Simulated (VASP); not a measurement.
# SiC (P6_3mc) in VASP: notebook, part 2 of 2

VASP 6.6.1. Earlier steps stand in the parts before.

## Step 3: Relaxation of cell and atoms, LDA

This run uses another cell than the first one, of 10.34 Å³/atom, 1.019 times its volume.

File INCAR:

```
ALGO = Normal
EDIFF = 1E-6
EDIFFG = -0.05
ENCUT = 600
GGA = CA
IBRION = 2
ISIF = 3
ISMEAR = 0
LASPH = T
LCHARG = F
LREAL = F
LWAVE = F
NELM = 100
NSW = 100
PREC = Accurate
SIGMA = 0.1
```

File KPOINTS:

```
k-points
0
Gamma
  6 6 4
```

File POSCAR:

```
SiC
1.0
    3.0760000000      0.0000000000      0.0000000000
   -1.5380000000      2.6638941420      0.0000000000
    0.0000000000      0.0000000000      5.0480000000
Si C
2 2
Direct
    0.3333333333      0.6666666667      0.0000000000
    0.6666666667      0.3333333333      0.5000000000
    0.3333333333      0.6666666667      0.3850000000
    0.6666666667      0.3333333333      0.8850000000
```

Potentials or basis: VASP PAW LDA potentials, release 64 (Si, C).

The run is started by

```
cat potpaw_LDA.64/Si/POTCAR potpaw_LDA.64/C/POTCAR > POTCAR
mpirun -np 1 vasp_std > vasp.out
```

OUTCAR:

```text
EDIFF = 1E-6
   EDIFFG = -0.05
   ENCUT = 600
   GGA = CA
   IBRION = 2
   ISIF = 3
   ISMEAR = 0
   LASPH = T
   LREAL = F
   NELM = 100
   NSW = 100
   PREC = Accurate

 ion  position               nearest neighbor table
   1  0.333  0.667  0.000-   4 1.87   4 1.87   4 1.87   3 1.94   2 3.09   2 3.09   2 3.09   2 3.09
                             2 3.09   2 3.09
   2  0.667  0.333  0.500-   3 1.87   3 1.87   3 1.87   4 1.94   1 3.09   1 3.09   1 3.09   1 3.09
                             1 3.09   1 3.09
   3  0.333  0.667  0.385-   2 1.87   2 1.87   2 1.87   1 1.94
   4  0.667  0.333  0.885-   1 1.87   1 1.87   1 1.87   2 1.94

  LATTYP: Found a hexagonal cell.
 ALAT       =     3.0760000000
 C/A-ratio  =     1.6410923277

  Lattice vectors:

 A1 = (   3.0760000000,   0.0000000000,   0.0000000000)
 A2 = (  -1.5380000000,   2.6638941420,   0.0000000000)
 A3 = (   0.0000000000,   0.0000000000,   5.0480000000)
[... 187 lines left out ...]
  Total       -0.5871489     -0.5871489     -1.7232560      0.0000000      0.0000000      0.0000000
  in kB      -22.7423944    -22.7423944    -66.7479215      0.0000000      0.0000000      0.0000000
  external PRESSURE =     -37.4109034 kB  Pullay stress =       0.0000000 kB
[... 139 lines left out ...]
--------------------------------------- Ionic step        5  -------------------------------------------

 number of electron      15.9999999 magnetization

 Free energy of the ion-electron system (eV)
  ---------------------------------------------------
  ext. energy  EPLUGINS =         0.00000000
  ---------------------------------------------------
  free energy    TOTEN  =       -33.27033275 eV

  energy without entropy =      -33.27033275  energy(sigma->0) =      -33.27033275

 E-fermi :   8.8918     XC(G=0): -11.6305

 val. band max:        8.4355650099   @ k =   0.0000   0.0000   0.0000
 cond. band min:      10.5414966920   @ k =   0.3333   0.3333   0.0000
 fundamental gap:      2.1059316821
 Fermi energy:         8.8917719708

 k-point     1 :       0.0000    0.0000    0.0000
  band No.  band energies     occupation
      1      -7.1987      2.00000
      2      -3.5154      2.00000
      3      -0.3985      2.00000
      4       7.1135      2.00000
      5       7.1135      2.00000
      6       8.3104      2.00000
      7       8.4356      2.00000
      8       8.4356      2.00000
      9      13.3647      0.00000
     10      14.8363      0.00000
     11      15.1014      0.00000
     12      15.1014      0.00000
[... 329 lines left out ...]
  FREE ENERGIE OF THE ION-ELECTRON SYSTEM (eV)
  ---------------------------------------------------
  free  energy   TOTEN  =       -33.2703327492 eV

  energy  without entropy=      -33.2703327492  energy(sigma->0) =      -33.27033275

 reached required accuracy - stopping structural energy minimisation
```

OSZICAR:

```text
N       E                     dE             d eps       ncg     rms          rms(c)
DAV:   1     0.398413654656E+02    0.39841E+02   -0.80695E+03   504   0.133E+03
DAV:   2    -0.341567560689E+02   -0.73998E+02   -0.67707E+02   768   0.203E+02
DAV:   3    -0.373007143374E+02   -0.31440E+01   -0.31256E+01   652   0.413E+01
[... 37 lines left out ...]
DAV:   2    -0.332710599213E+02    0.15421E-02   -0.33735E-03   632   0.494E-01    0.124E-01
DAV:   3    -0.332703274045E+02    0.73252E-03   -0.13854E-03   604   0.292E-01    0.228E-02
DAV:   4    -0.332703340754E+02   -0.66709E-05   -0.15480E-04   600   0.965E-02    0.118E-02
DAV:   5    -0.332703329283E+02    0.11471E-05   -0.25655E-06   536   0.140E-02    0.418E-03
DAV:   6    -0.332703327492E+02    0.17909E-06   -0.56270E-07   328   0.622E-03
   5 F= -.33270333E+02 E0= -.33270333E+02  d E =-.247061E-02
```

CONTCAR:

```text
SiC
   1.00000000000000
     3.0559702140862193    0.0000000000000000    0.0000000000000000
    -1.5279851070431096    2.6465478385670997   -0.0000000000000000
    -0.0000000000000000   -0.0000000000000000    5.0191404609247057
  Si              C
     2     2
Direct
     0.3333333332999970    0.6666666667000030    0.0046661585092901
     0.6666666667000030    0.3333333332999970    0.5046661585092902
     0.3333333332999970    0.6666666667000030    0.3803338414907079
     0.6666666667000030    0.3333333332999970    0.8803338414907078

  0.00000000E+00  0.00000000E+00  0.00000000E+00
  0.00000000E+00  0.00000000E+00  0.00000000E+00
  0.00000000E+00  0.00000000E+00  0.00000000E+00
  0.00000000E+00  0.00000000E+00  0.00000000E+00
```

Run time: 15 s. Hardware: 1 thread of Intel Xeon 6975P-C (Granite Rapids), shared host; peak memory 0.15 GiB.

Results:

```yaml
Free_energy: -33.2703 eV
Relaxed_volume: 10.15 Å³/atom
Relaxed_cell: a = 3.056 Å, b = 3.056 Å, c = 5.019 Å, α = 90.00°, β = 90.00°, γ = 120.00°
Space_group_after_relaxing_to_0.05_Å: P6_3mc (No. 186)
Energy_gained_by_relaxing: 10.9 meV/atom
Ionic_steps: 5
Pressure_after_relaxing: 0.2 GPa
Largest_force_after_relaxing: 0.013 eV/Å
Band_gap_on_the_k_mesh: 2.11 eV, indirect (least direct gap 3.91 eV)
```

Forces in eV/Å, atoms in the order of the input:
```
Si   0.000  0.000 -0.013
Si   0.000  0.000 -0.013
C    0.000  0.000  0.013
C    0.000  0.000  0.013
```

The path:
```
step  energy change (eV)  largest force (eV/Å)  pressure (GPa)  volume (Å³)
   1              0.0000                0.7268           -3.74        41.36
   2             -0.0067                0.6646            4.27        39.93
   3             -0.0413                0.0779            0.19        40.58
   4             -0.0413                0.0628            0.28        40.57
   5             -0.0438                0.0129            0.16        40.59
```

Final structure:
```xyz
4
Lattice="3.0560 0.0000 0.0000 -1.5280 2.6465 0.0000 0.0000 0.0000 5.0191" Properties=species:S:1:pos:R:3 pbc="T T T"
Si    0.0000    1.7644    0.0234
Si    1.5280    0.8822    2.5330
C     0.0000    1.7644    1.9089
C     1.5280    0.8822    4.4185
```

Caveat: the relaxation stopped at a loose force limit of 0.05 eV/Å, so its end isn't a converged minimum.

## Step 4: Single point, LDA

This run uses another cell than the first one, of 10.34 Å³/atom, 1.019 times its volume.

File INCAR:

```
PREC = Accurate ; ENCUT = 600
EDIFF = 1E-6 ; ISMEAR = 0
SIGMA = 0.1 ; LREAL = False
LASPH = True ; NELM = 120
ALGO = Normal ; ISIF = 2
LWAVE = False ; LCHARG = True
LELF = True ; LVHAR = True
NBANDS = 16 ; GGA_COMPAT = False
```

File KPOINTS:

```
Automatic mesh
0
Gamma
  6 6 4
```

POSCAR, as its differences from that of step 3:

```diff
@@ -2,4 +2,4 @@
 1.0
-    3.0760000000      0.0000000000      0.0000000000
-   -1.5380000000      2.6638941420      0.0000000000
+    3.0759982064      0.0000000000      0.0000000000
+   -1.5379991032      2.6638925888      0.0000000000
     0.0000000000      0.0000000000      5.0480000000
```

The run is started by

```
cat potpaw_LDA.64/Si/POTCAR potpaw_LDA.64/C/POTCAR > POTCAR
mpirun -np 1 vasp_std > vasp.out
```

Wall time 7.6 s (1 thread of Intel Xeon 6975P-C (Granite Rapids), shared host); peak memory 0.15 GiB.

The run converged. Its results:

```
Free energy            : -33.2265 eV
Pressure               : -3.8 GPa
Largest force          : 0.727 eV/Å
Band gap on the k mesh : 2.20 eV, indirect (least direct gap 3.97 eV)
```

Forces on the atoms (eV/Å):
```
Si   0.000  0.000  0.727
Si   0.000  0.000  0.727
C    0.000  0.000 -0.727
C    0.000  0.000 -0.727
```

Stress tensor (GPa, compression positive):
```
-2.29  0.00  0.00
 0.00 -2.29  0.00
 0.00  0.00 -6.69
```

Levels at points of the mesh, in eV from the valence-band top:
| k point | band 5 | band 6 | band 7 | band 8 | band 9 | band 10 | band 11 | band 12 |
| --- | --- | --- | --- | --- | --- | --- | --- | --- |
| (0.00, 0.00, 0.00) | -1.55 | -0.27 | -0.27 | 0.00 | 4.58 | 6.04 | 6.39 | 6.39 |
| (0.50, 0.00, 0.00) | -5.44 | -3.54 | -3.29 | -1.48 | 2.49 | 4.11 | 6.67 | 7.11 |
| (0.00, 0.00, 0.50) | -0.96 | -0.96 | -0.96 | -0.96 | 5.65 | 5.65 | 7.07 | 7.07 |
| (0.50, 0.00, 0.50) | -2.69 | -2.69 | -2.34 | -2.34 | 3.09 | 3.09 | 4.89 | 4.89 |

A k mesh can miss the band edges. A hybrid or GW would open this gap; LDA tends to underestimate it.

## Step 5: Summary

| task | cell | cutoff (eV) | gap on the mesh (eV) | pressure (GPa) | largest force (eV/Å) |
| --- | --- | --- | --- | --- | --- |
| single point | a = 3.057, b = 3.057, c = 5.014 Å, angles 90.0, 90.0, 120.0°, 4 atoms | 520 | 2.12 | 0.4 | - |
| relaxation of cell and atoms | relaxed from a = 3.076, b = 3.076, c = 5.048 Å, angles 90.0, 90.0, 120.0°, 4 atoms | 600 | 2.11 | 0.2 | 0.01 |
| single point | a = 3.076, b = 3.076, c = 5.048 Å, angles 90.0, 90.0, 120.0°, 4 atoms | 600 | 2.20 | -3.8 | 0.73 |

Alike in all rows: level LDA; potentials or basis VASP PAW LDA potentials, release 64 (Si, C); no spin polarisation; k mesh 6 × 6 × 4; smearing gaussian 0.1 eV.

Caveats: the relaxation stopped at a loose force limit of 0.05 eV/Å, so its end isn't a converged minimum (some runs).

Total energies depend on the potentials used, so only differences within one code and one set of settings carry meaning.
